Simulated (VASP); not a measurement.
# Ni3Ge (Pm-3m) in VASP: a series of runs, part 2 of 2

VASP 6.6.1. Earlier steps stand in the parts before.

## 6. Single point, LDA (13.20 Å³/atom)

This run uses another cell than the first one, of 13.20 Å³/atom.

Contents of INCAR:

```
SYSTEM = Ni3Ge
  PREC = Accurate
  ENCUT = 600
  EDIFF = 1E-6
  ISMEAR = -1
  SIGMA = 0.05
  LREAL = .False.
  LASPH = .True.
  NELM = 120
  ALGO = Normal
  ISIF = 2
  LWAVE = .False.
  LCHARG = .False.
  NBANDS = 30
  GGA_COMPAT = .False.
```

Contents of KPOINTS:

```
Automatic mesh
0
Gamma
  8 8 8
  0 0 0
```

Contents of POSCAR:

```
Ni3Ge
1.0
    3.7515397906      0.0000000000      0.0000000000
    0.0000000000      3.7515397906      0.0000000000
    0.0000000000      0.0000000000      3.7515397906
Ni Ge
3 1
Direct
    0.5000000000      0.0000000000      0.5000000000
    0.0000000000      0.5000000000      0.5000000000
    0.5000000000      0.5000000000      0.0000000000
    0.0000000000      0.0000000000      0.0000000000
```

Potentials or basis: VASP PAW LDA potentials, release 64 (Ni, Ge_d).

The run is started by

```console
$ cat potpaw_LDA.64/Ni/POTCAR potpaw_LDA.64/Ge_d/POTCAR > POTCAR
$ mpirun -np 1 vasp_std > vasp.out
```

OUTCAR:

```text
SYSTEM = Ni3Ge
   PREC = Accurate
   ENCUT = 600
   EDIFF = 1E-6
   ISMEAR = -1
   LREAL = .False.
   LASPH = .True.
   NELM = 120
   ISIF = 2

 ion  position               nearest neighbor table
   1  0.500  0.000  0.500-   2 2.65   3 2.65   4 2.65   3 2.65   4 2.65   2 2.65   3 2.65   3 2.65
                             2 2.65   4 2.65   4 2.65   2 2.65
   2  0.000  0.500  0.500-   1 2.65   3 2.65   4 2.65   3 2.65   4 2.65   1 2.65   4 2.65   4 2.65
                             1 2.65   3 2.65   3 2.65   1 2.65
   3  0.500  0.500  0.000-   1 2.65   2 2.65   4 2.65   1 2.65   2 2.65   1 2.65   4 2.65   1 2.65
                             2 2.65   4 2.65   2 2.65   4 2.65
   4  0.000  0.000  0.000-   1 2.65   2 2.65   3 2.65   1 2.65   2 2.65   2 2.65   3 2.65   2 2.65
                             1 2.65   3 2.65   1 2.65   3 2.65

  LATTYP: Found a simple cubic cell.
 ALAT       =     3.7515397906

  Lattice vectors:

 A1 = (   3.7515397906,   0.0000000000,   0.0000000000)
 A2 = (   0.0000000000,   3.7515397906,   0.0000000000)
 A3 = (   0.0000000000,   0.0000000000,   3.7515397906)

Analysis of symmetry for initial positions (statically):
[... 179 lines left out ...]
 val. band max:        7.5753248761   @ k =   0.5000   0.0000   0.0000
 cond. band min:       7.5921659340   @ k =   0.5000   0.3750   0.3750
 fundamental gap:      0.0168410578
 Fermi energy:         7.5839549047

 k-point     1 :       0.0000    0.0000    0.0000
  band No.  band energies     occupation
      1     -17.0576      2.00000
      2     -17.0576      2.00000
      3     -17.0514      2.00000
      4     -17.0514      2.00000
      5     -17.0514      2.00000
      6      -3.5294      2.00000
[... 781 lines left out ...]
     29      16.1302      0.00000
     30      17.9896      0.00000

 [... further k-points ...]

------------------------ aborting loop because EDIFF is reached ----------------------------------------

  FORCE on cell =-STRESS in cart. coord.  units (eV):
  Direction    XX          YY          ZZ          XY          YZ          ZX
  --------------------------------------------------------------------------------------
  -------------------------------------------------------------------------------------
  Total       -9.8736958     -9.8736958     -9.8736958      0.0000000      0.0000000     -0.0000000
  in kB     -299.6136899   -299.6136899   -299.6136899      0.0000000      0.0000000     -0.0000000
  external PRESSURE =    -299.6136899 kB  Pullay stress =       0.0000000 kB

 VOLUME and BASIS-vectors are now :
 -----------------------------------------------------------------------------
  energy-cutoff  :      600.00
  volume of cell :       52.80
      direct lattice vectors                 reciprocal lattice vectors
     3.751539791  0.000000000  0.000000000     0.266557215  0.000000000  0.000000000
     0.000000000  3.751539791  0.000000000     0.000000000  0.266557215  0.000000000
     0.000000000  0.000000000  3.751539791     0.000000000  0.000000000  0.266557215

 POSITION                                       TOTAL-FORCE (eV/Angst)
 -----------------------------------------------------------------------------------
      1.87577      0.00000      1.87577         0.000000      0.000000      0.000000
      0.00000      1.87577      1.87577         0.000000      0.000000      0.000000
      1.87577      1.87577      0.00000         0.000000      0.000000      0.000000
      0.00000      0.00000      0.00000         0.000000      0.000000      0.000000
 -----------------------------------------------------------------------------------
    total drift:                                0.000000      0.000000     -0.000000

  FREE ENERGIE OF THE ION-ELECTRON SYSTEM (eV)
  ---------------------------------------------------
  free  energy   TOTEN  =       -25.2149828990 eV

  energy  without entropy=      -25.1952714335  energy(sigma->0) =      -25.20512717
```

OSZICAR:

```text
N       E                     dE             d eps       ncg     rms          rms(c)
DAV:   1     0.337814724797E+03    0.33781E+03   -0.22037E+04  2228   0.343E+03
DAV:   2     0.168303994424E+02   -0.32098E+03   -0.30661E+03  2100   0.592E+02
DAV:   3    -0.265515616361E+02   -0.43382E+02   -0.42173E+02  2256   0.175E+02
DAV:   4    -0.281375312534E+02   -0.15860E+01   -0.15835E+01  2400   0.377E+01
DAV:   5    -0.281682490342E+02   -0.30718E-01   -0.30716E-01  2656   0.463E+00    0.153E+01
DAV:   6    -0.291322825312E+02   -0.96403E+00   -0.34674E+01  2416   0.809E+01    0.182E+01
DAV:   7    -0.252557457801E+02    0.38765E+01   -0.14738E+01  2364   0.488E+01    0.217E+00
DAV:   8    -0.252255641519E+02    0.30182E-01   -0.39243E-01  2308   0.442E+00    0.842E-01
DAV:   9    -0.252164807791E+02    0.90834E-02   -0.18733E-02  2994   0.152E+00    0.247E-01
DAV:  10    -0.252150416682E+02    0.14391E-02   -0.18430E-03  2820   0.485E-01    0.821E-02
DAV:  11    -0.252149827139E+02    0.58954E-04   -0.16984E-04  2706   0.105E-01    0.413E-02
DAV:  12    -0.252149829029E+02   -0.18906E-06   -0.29064E-05  2366   0.762E-02    0.737E-03
DAV:  13    -0.252149828990E+02    0.38872E-08   -0.17420E-06  1966   0.140E-02
   1 F= -.25214983E+02 E0= -.25205127E+02  d E =-.197115E-01
```

Run time: 29 s. Hardware: 1 thread of AMD EPYC 9R45 (Zen 5), shared host; peak memory 0.16 GiB.

What came out:

```
Free energy            : -25.2150 eV
Pressure               : -30.0 GPa
Band gap on the k mesh : zero (bands 22 and 23 overlap by 0.17 eV)
```

Caveat: the cell stands under tension. Spin polarisation is off, so any magnetic state and its effect on volume and gap are missing.

## 7. Overview

```csv
cell,gap on the mesh (eV),pressure (GPa)
"a = 3.383 Å, 4 atoms",none,27.9
"a = 3.458 Å, 4 atoms",none,7.0
"a = 3.600 Å, 4 atoms",none,-17.3
"a = 3.666 Å, 4 atoms",none,-24.1
"a = 3.752 Å, 4 atoms",none,-30.0
```

Alike in all rows: task single point; level LDA; potentials or basis VASP PAW LDA potentials, release 64 (Ni, Ge_d); no spin polarisation; k mesh 8 × 8 × 8; cutoff (eV) 600; smearing fermi-dirac 0.05 eV.

Caveats: the cell stands under tension (at least some runs); the cell stands under pressure (at least some runs).

Absolute energies hang on the potentials; compare differences alone.
